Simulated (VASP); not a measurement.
Set up this calculation in VASP 6.6.1, as the native input.

| Property | Result |
| --- | --- |
| Task | single point |
| Functional | PBE |
| Potentials or basis | VASP PAW PBE potentials, release 64 (Fe_sv, O) |
| Cutoff | 520 eV |
| k mesh | 10 × 10 × 6 |
| Occupations | gaussian, width 0.02 eV |
| Spin | collinear spin, antiferromagnetic start |
| Starting moments | [-3.74, 3.74, 0.0, 0.0] μB |
| Hubbard terms | Fe d U = 5.3 eV |
| Dipole correction | no |
| k mesh for the DOS | 15 × 15 × 9 |
| Occupations for the DOS | tetrahedron |
| Further INCAR settings | ALGO = Normal; EDIFF = 1e-06 |

Crystal: FeO.

```
Fe O
1.0
     2.65292   -1.62413    0.02475
     2.65292    1.62413    0.02475
    -1.31471    0.00000    5.05472
Fe O
2 2
Direct
  0.50000 0.50000 0.50000
  0.00000 0.00000 0.00000
  0.75000 0.75000 0.25000
  0.25000 0.25000 0.75000
```

These files were run (other wordings do the same):

POSCAR

```
FeO
1.0
    2.6529231604     -1.6241342783      0.0247482073
    2.6529231604      1.6241342783      0.0247482073
   -1.3147081794      0.0000000000      5.0547240432
Fe O
2 2
Direct
    0.5000000000      0.5000000000      0.5000000000
    0.0000000000      0.0000000000      0.0000000000
    0.7500000000      0.7500000000      0.2500000000
    0.2500000000      0.2500000000      0.7500000000
```

INCAR.step1

```
PREC = Accurate ; ENCUT = 520
EDIFF = 1E-6 ; ISMEAR = 0
SIGMA = 0.02 ; LREAL = False
LASPH = True ; NELM = 200
ALGO = Normal ; ISIF = 2
LWAVE = False ; LCHARG = True
ISPIN = 2 ; MAGMOM = -3.74 3.74 0 0
LMAXMIX = 4 ; LDAU = True
LDAUTYPE = 2 ; LDAUL = 2 -1
LDAUU = 5.3 0 ; LDAUJ = 0 0
LDAUPRINT = 1 ; GGA = PE
NBANDS = 34 ; GGA_COMPAT = False
NEDOS = 2001 ; LORBIT = 11
```

KPOINTS.step1

```
regular mesh
0
Gamma
  10 10 6
```

INCAR.step2

```
PREC = Accurate ; ENCUT = 520
EDIFF = 1E-6 ; ISMEAR = -5
SIGMA = 0.02 ; LREAL = False
LASPH = True ; NELM = 200
ALGO = Normal ; ISIF = 2
LWAVE = False ; LCHARG = False
ISPIN = 2 ; MAGMOM = -3.74 3.74 0 0
LORBIT = 11 ; LMAXMIX = 4
LDAU = True ; LDAUTYPE = 2
LDAUL = 2 -1 ; LDAUU = 5.3 0
LDAUJ = 0 0 ; LDAUPRINT = 1
GGA = PE ; NEDOS = 1001
ICHARG = 11 ; GGA_COMPAT = False
```

KPOINTS.step2

```
regular mesh
0
Gamma
  15 15 9
```

Potentials or basis: VASP PAW PBE potentials, release 64 (Fe_sv, O).

Command:

```console
$ cat potpaw_PBE.64/Fe_sv/POTCAR potpaw_PBE.64/O/POTCAR > POTCAR
$ cp INCAR.step1 INCAR
$ cp KPOINTS.step1 KPOINTS
$ mpirun -np 1 vasp_std > vasp.out
$ cp INCAR.step2 INCAR
$ cp KPOINTS.step2 KPOINTS
$ mpirun -np 1 vasp_std > vasp.out
```

It gave:

```json
{
 "Net moment": "0.00 μB per cell",
 "Site moments": "Fe -3.54, +3.54; O +0.00 μB",
 "Valence electrons inside the program's atomic spheres": "Fe 13.64; O 5.00"
}
```

It took 33 min on 1 thread of Intel(R) Xeon(R) Platinum 8488C (Sapphire Rapids), with other jobs on the host, peak memory 0.84 GiB.
